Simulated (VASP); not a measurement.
The system is Sb.

```
Sb
1.0
     3.12240    0.00000    0.00000
     0.00000    4.34752    0.00000
    -0.03891    0.00000    4.40585
Sb
2
Direct
  0.01139 0.25000 0.24117
  0.98861 0.75000 0.75883
```

* Program: VASP 6.6.1
* Task: relaxation of cell and atoms
* Functional: B3LYP
* Potentials or basis: VASP PAW PBE potentials, release 64 (Sb)
* Cutoff: 600 eV
* k mesh: 5 × 3 × 3
* Occupations: fermi-dirac, width 0.05 eV
* Spin: no spin polarisation

At the start: pressure 2.8 GPa; volume 29.90 Å³/atom.

Task: How do energy, volume and symmetry change on relaxing?

Result: Over 21 steps the energy falls by 65.0 meV/atom and the volume is 32.98 Å³/atom (+10.3 %); space group P2_1/m (No. 11, to 0.1 Å) before, Pmma (No. 51, to 0.1 Å).

The path:
| step | energy change (eV) | largest force (eV/Å) | pressure (GPa) | volume (Å³) |
| --- | --- | --- | --- | --- |
| 1 | 0.0000 | 0.2250 | 2.83 | 59.81 |
| 2 | -0.0438 | 0.2786 | -0.89 | 64.44 |
| 3 | -0.0537 | 0.2614 | 0.07 | 62.93 |
| 4 | -0.0608 | 0.3024 | -0.14 | 63.25 |
| 5 | -0.0827 | 0.3782 | -0.65 | 64.23 |
| 6 | -0.1147 | 0.2750 | -1.07 | 66.20 |
| 7 | -0.0461 | 0.6375 | -0.15 | 70.24 |
| 8 | -0.1198 | 0.1405 | -0.75 | 66.77 |
| 9 | -0.1261 | 0.0585 | -0.14 | 66.19 |
| 10 | -0.1262 | 0.0725 | -0.05 | 66.13 |
| 11 | -0.1282 | 0.0785 | 0.05 | 66.06 |
| 12 | -0.1287 | 0.0864 | 0.14 | 65.98 |
| 13 | -0.1297 | 0.0269 | -0.07 | 66.15 |
| 14 | -0.1297 | 0.0250 | -0.09 | 66.16 |
| 15 | -0.1298 | 0.0222 | -0.01 | 66.04 |
| 16 | -0.1299 | 0.0205 | 0.04 | 65.94 |
| 17 | -0.1299 | 0.0166 | 0.05 | 65.91 |
| 18 | -0.1300 | 0.0115 | 0.06 | 65.86 |
| 19 | -0.1300 | 0.0085 | -0.06 | 66.00 |
| 20 | -0.1300 | 0.0054 | -0.03 | 65.97 |
| 21 | -0.1301 | 0.0046 | -0.01 | 65.95 |

Final structure:
```cif
data_structure
_symmetry_space_group_name_H-M 'P 1'
_symmetry_Int_Tables_number 1
_cell_length_a 3.2548
_cell_length_b 4.3915
_cell_length_c 4.6144
_cell_angle_alpha 90.000
_cell_angle_beta 89.482
_cell_angle_gamma 90.000
_cell_volume 65.95
loop_
_atom_site_label
_atom_site_type_symbol
_atom_site_fract_x
_atom_site_fract_y
_atom_site_fract_z
_atom_site_occupancy
Sb1 Sb 0.99764 0.25000 0.20694 1
Sb2 Sb 0.00236 0.75000 0.79306 1
```

Caveat: the k points lie up to 0.48 Å⁻¹ apart in the final cell, too coarse for converged energies and pressures of a metal; the PAW data sets were made with another functional, which shifts forces and pressure a little.
